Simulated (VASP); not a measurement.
# ZrB (I4/mmm) in VASP: further runs, part 2 of 3

VASP 6.6.1. Earlier steps stand in the parts before.

### 3 Single point, PBEsol (strain along c alone, the other axes held: +4.0 %)

INCAR reads:

```
ALGO = Normal
EDIFF = 1E-6
ENCUT = 520
GGA = PS
ISIF = 2
ISMEAR = 0
LASPH = True
LCHARG = False
LREAL = False
LWAVE = False
NBANDS = 23
NELM = 60
PREC = Accurate
SIGMA = 0.1
```

KPOINTS reads:

```
k-points
0
Gamma
  16 16 12
```

POSCAR reads:

```
ZrB
1.0
    2.4311025527      2.4311025527      0.0000000000
   -2.4311025527      2.4311025527      0.0000000000
    0.0000000000      0.0000000000      5.0566933097
Zr B
2 2
Direct
    0.0000000000      0.0000000000      0.0000000000
    0.5000000000      0.5000000000      0.5000000000
    0.5000000000      0.5000000000      0.0000000000
    0.0000000000      0.0000000000      0.5000000000
```

Potentials or basis: VASP PAW PBE potentials, release 64 (Zr_sv, B).

Run with:

```bash
$ cat potpaw_PBE.64/Zr_sv/POTCAR potpaw_PBE.64/B/POTCAR > POTCAR
$ mpirun -np 1 vasp_std > vasp.out
```

OUTCAR:

```text
EDIFF = 1E-6
   ENCUT = 520
   GGA = PS
   ISIF = 2
   ISMEAR = 0
   LASPH = True
   LREAL = False
   NELM = 60
   PREC = Accurate

 ion  position               nearest neighbor table
   1  0.000  0.000  0.000-   3 2.43   3 2.43   3 2.43   3 2.43   4 2.53   4 2.53   2 3.51   2 3.51
                             2 3.51   2 3.51   2 3.51   2 3.51   2 3.51   2 3.51
   2  0.500  0.500  0.500-   4 2.43   4 2.43   4 2.43   4 2.43   3 2.53   3 2.53   1 3.51   1 3.51
                             1 3.51   1 3.51   1 3.51   1 3.51   1 3.51   1 3.51
   3  0.500  0.500  0.000-   1 2.43   1 2.43   1 2.43   1 2.43   2 2.53   2 2.53
   4  0.000  0.000  0.500-   2 2.43   2 2.43   2 2.43   2 2.43   1 2.53   1 2.53

  LATTYP: Found a simple tetragonal cell.
 ALAT       =     3.4380982015
 C/A-ratio  =     1.4707821049

  Lattice vectors:

 A1 = (   2.4311025527,   2.4311025527,   0.0000000000)
 A2 = (  -2.4311025527,   2.4311025527,   0.0000000000)
 A3 = (   0.0000000000,   0.0000000000,   5.0566933097)

Analysis of symmetry for initial positions (statically):
=====================================================================
 Subroutine PRICEL returns following result:

  LATTYP: Found a body centered tetragonal cell.
 ALAT       =     3.4380982015
 C/A-ratio  =     1.4707821049

  Lattice vectors:

 A1 = (   2.4311025527,   0.0000000000,  -2.5283466548)
 A2 = (  -2.4311025527,   0.0000000000,  -2.5283466549)
 A3 = (   0.0000000000,   2.4311025527,   2.5283466549)

   2 primitive cells build up your supercell.

 Routine SETGRP: Setting up the symmetry group for a
 simple tetragonal supercell.

 Subroutine GETGRP returns: Found 16 space group operations
 (whereof 16 operations were pure point group operations)
 out of a pool of 16 trial point group operations.

The static configuration has the point symmetry D_4h.

Analysis of symmetry for dynamics (positions and initial velocities):
=====================================================================
 Subroutine PRICEL returns following result:

  LATTYP: Found a body centered tetragonal cell.
 ALAT       =     3.4380982015
 C/A-ratio  =     1.4707821049

  Lattice vectors:

 A1 = (   2.4311025527,   0.0000000000,  -2.5283466548)
 A2 = (  -2.4311025527,   0.0000000000,  -2.5283466549)
 A3 = (   0.0000000000,   2.4311025527,   2.5283466549)

   2 primitive cells build up your supercell.

 Routine SETGRP: Setting up the symmetry group for a
 simple tetragonal supercell.

 Subroutine GETGRP returns: Found 16 space group operations
 (whereof 16 operations were pure point group operations)
 out of a pool of 16 trial point group operations.

The dynamic configuration has the point symmetry D_4h.

 Subroutine INISYM returns: Found 16 space group operations
 (whereof 16 operations are pure point group operations),
 and found     2 'primitive' translations

----------------------------------------------------------------------------------------

                                     Primitive cell

  volume of cell :      29.8864

  direct lattice vectors                    reciprocal lattice vectors
     2.431102553  0.000000000 -2.528346655     0.205668000  0.205668000 -0.197757692
[... 29 lines left out ...]

  Length of vectors
     0.018178655  0.018178655  0.016479808

  Shift w.r.t. Gamma in fractional coordinates (k-lattice)
     0.000000000  0.000000000  0.000000000

 Subroutine IBZKPT returns following result:
 ===========================================

 Found    315 irreducible k-points:

 Following reciprocal coordinates:
            Coordinates               Weight
  0.000000  0.000000  0.000000      1.000000
  0.062500  0.000000  0.000000      4.000000
  0.125000  0.000000  0.000000      4.000000
  0.187500  0.000000  0.000000      4.000000
  0.250000  0.000000  0.000000      4.000000
  0.312500  0.000000  0.000000      4.000000
[... 16 lines left out ...]
  0.437500  0.125000  0.000000      8.000000
  0.500000  0.125000  0.000000      4.000000
 [... further k-points ...]
   k-points           NKPTS =    315   k-points in BZ     NKDIM =    315   number of bands    NBANDS=     23
   number of dos      NEDOS =    301   number of ions     NIONS =      4
   total plane-waves  NPLWV =  31360
   dimension x,y,z NGX =    28 NGY =   28 NGZ =   40
   dimension x,y,z NGXF=    56 NGYF=   56 NGZF=   80
   ions per type =               2   2
   NGX,Y,Z   is equivalent  to a cutoff of  13.54, 13.54, 13.15 a.u.
   NGXF,Y,Z  is equivalent  to a cutoff of  27.08, 27.08, 26.30 a.u.
 SYSTEM =  unknown system
   PREC   = accura    normal or accurate (medium, high low for compatibility)
   ISTART =      0    job   : 0-new  1-cont  2-samecut
   ICHARG =      2    charge: 1-file 2-atom 10-const
   ISPIN  =      1    spin polarized calculation?
   LNONCOLLINEAR =      F non collinear calculations
   LSORBIT =      F    spin-orbit coupling
   LASPH  =      T    aspherical Exc in radial PAW
   ENCUT  =  520.0 eV  38.22 Ry    6.18 a.u.   6.39  6.39  9.40*2*pi/ulx,y,z
   NELM   =     60;   NELMIN=  2; NELMDL= -5     # of ELM steps
   EDIFF  = 0.1E-05   stopping-criterion for ELM
   LREAL  =      F    real-space projection
   EDIFFG = 0.1E-04   stopping-criterion for IOM
   NSW    =      0    number of steps for IOM
   IBRION =     -1    ionic relax: 0-MD 1-quasi-New 2-CG
   NFREE  =      0    steps in history (QN), initial steepest desc. (CG)
   ISIF   =      2    stress and relaxation
   ISYM   =      2    0-nonsym 1-usesym 2-fastsym
   POTIM  = 0.5000    time-step for ionic-motion
   TEBEG  =    0.0;   TEEND  =   0.0 temperature during run
   PSTRESS=    0.0 pullay stress
   NELECT =      30.0000    total number of electrons
   NUPDOWN=      -1.0000    fix difference up-down
   EMIN   =  10.00;   EMAX   =-10.00  energy-range for DOS
   EFERMI =   0.00;   METHOD = LEGACY
   ISMEAR =     0;   SIGMA  =   0.10  broadening in eV -4-tet -1-fermi 0-gaus
   EFERMI_NEDOS =   21; number of points for ismear=-14 and -15
   IALGO  =     38    algorithm
   IMIX   =      4    mixing-type and parameters
     AMIX     =   0.40;   BMIX     =  1.00
     AMIX_MAG =   1.60;   BMIX_MAG =  1.00
  volume/ion in A,a.u.               =      14.94       100.84
  Fermi-wavevector in a.u.,A,eV,Ry     =   1.301011  2.458554 23.029613  1.692629
  Thomas-Fermi vector in A             =   2.432172
   LORBIT       =      0    0 simple, 1 ext, 2 COOP (PROOUT), +10 PAW based schemes
   GGA     = PS    functional components
   LHFCALC =     F    Hartree Fock is set to
   AEXX    =    0.0000 exact exchange contribution
   IVDW    =     0    specifies the selected vdW correction
   LEPSILON=     F    determine dielectric tensor
   LRPA    =     F    only Hartree local field effects (RPA)
 non-spin polarized calculation
 Gauss-broadening in eV      SIGMA  =   0.10
  energy-cutoff  :      520.00
  volume of cell :       59.77
 maximum number of plane-waves:      1628
 NGX is ok and might be reduce to    28
   NGX = 13   NGY = 13   NGZ = 19

 number of electron      30.0000000 magnetization

 Free energy of the ion-electron system (eV)
  ---------------------------------------------------
  ext. energy  EPLUGINS =         0.00000000
  ---------------------------------------------------
  free energy    TOTEN  =       -33.75302147 eV

  energy without entropy =      -33.73996114  energy(sigma->0) =      -33.74649131

 E-fermi :   7.2129     XC(G=0): -11.5237

 val. band max:        7.2107527755   @ k =   0.1250   0.0000   0.4167
 cond. band min:       7.2208612227   @ k =   0.1875   0.1875   0.2500
 fundamental gap:      0.0101084472
 Fermi energy:         7.2129352657

 k-point     1 :       0.0000    0.0000    0.0000
  band No.  band energies     occupation
      1     -40.2021      2.00000
      2     -40.1350      2.00000
      3     -18.5320      2.00000
      4     -18.2192      2.00000
      5     -18.2192      2.00000
      6     -18.0739      2.00000
[... 613 lines left out ...]
     22      13.2705      0.00000
     23      13.5262      0.00000

 [... further k-points ...]
[... 5 lines left out ...]
  --------------------------------------------------------------------------------------
  -------------------------------------------------------------------------------------
  Total       -0.7258589     -0.7258589     -4.7406738      0.0000000      0.0000000      0.0000000
  in kB      -19.4562711    -19.4562711   -127.0713041      0.0000000      0.0000000      0.0000000
  external PRESSURE =     -55.3279488 kB  Pullay stress =       0.0000000 kB

 VOLUME and BASIS-vectors are now :
 -----------------------------------------------------------------------------
  energy-cutoff  :      520.00
  volume of cell :       59.77
      direct lattice vectors                 reciprocal lattice vectors
     2.431102553  2.431102553  0.000000000     0.205668000  0.205668000  0.000000000
    -2.431102553  2.431102553  0.000000000    -0.205668000  0.205668000  0.000000000
     0.000000000  0.000000000  5.056693310     0.000000000  0.000000000  0.197757692

 POSITION                                       TOTAL-FORCE (eV/Angst)
 -----------------------------------------------------------------------------------
      0.00000      0.00000      0.00000        -0.000000      0.000000      0.000000
      0.00000      2.43110      2.52835         0.000000     -0.000000     -0.000000
      0.00000      2.43110      0.00000         0.000000      0.000000      0.000000
      0.00000      0.00000      2.52835         0.000000      0.000000      0.000000
 -----------------------------------------------------------------------------------
    total drift:                               -0.000000      0.000000      0.000000

  FREE ENERGIE OF THE ION-ELECTRON SYSTEM (eV)
  ---------------------------------------------------
  free  energy   TOTEN  =       -33.7530214722 eV

  energy  without entropy=      -33.7399611406  energy(sigma->0) =      -33.74649131
```

OSZICAR:

```text
N       E                     dE             d eps       ncg     rms          rms(c)
DAV:   1     0.229194562110E+03    0.22919E+03   -0.15732E+04 14490   0.128E+03
DAV:   2    -0.212870984730E+02   -0.25048E+03   -0.24082E+03 17327   0.350E+02
DAV:   3    -0.369425272423E+02   -0.15655E+02   -0.15422E+02 26499   0.681E+01
DAV:   4    -0.373801720401E+02   -0.43764E+00   -0.43708E+00 17829   0.106E+01
DAV:   5    -0.373919360989E+02   -0.11764E-01   -0.11763E-01 22808   0.136E+00    0.240E+01
DAV:   6    -0.337781230258E+02    0.36138E+01   -0.11150E+01 16237   0.170E+01    0.856E+00
DAV:   7    -0.337612075524E+02    0.16915E-01   -0.99803E-01 23289   0.447E+00    0.333E+00
DAV:   8    -0.337527500572E+02    0.84575E-02   -0.54280E-02 16669   0.156E+00    0.784E-01
DAV:   9    -0.337528484022E+02   -0.98345E-04   -0.47610E-03 22460   0.464E-01    0.153E-01
DAV:  10    -0.337530198011E+02   -0.17140E-03   -0.40489E-04 18825   0.174E-01    0.210E-02
DAV:  11    -0.337530242847E+02   -0.44836E-05   -0.43821E-05 20985   0.432E-02    0.945E-03
DAV:  12    -0.337530213181E+02    0.29666E-05   -0.56576E-06 17959   0.192E-02    0.469E-03
DAV:  13    -0.337530214722E+02   -0.15407E-06   -0.39100E-07 11445   0.507E-03
   1 F= -.33753021E+02 E0= -.33746491E+02  d E =-.130603E-01
```

It used 170 s of CPU time on 1 thread of Intel(R) Xeon(R) 6975P-C (Granite Rapids), on a shared host.

Results:

```yaml
Free_energy: -33.7530 eV
Pressure: -5.5 GPa
Band_gap_on_the_k_mesh: zero (band 15 reaches 9.13 eV, above the bottom of band 16 at 6.12 eV)
```

Caveat: the cell differs from its parent crystal (strain along c alone, the other axes held: +4.0 %); the PAW data sets were made with another functional, which shifts forces and pressure a little.

[end of part 2 of 3]
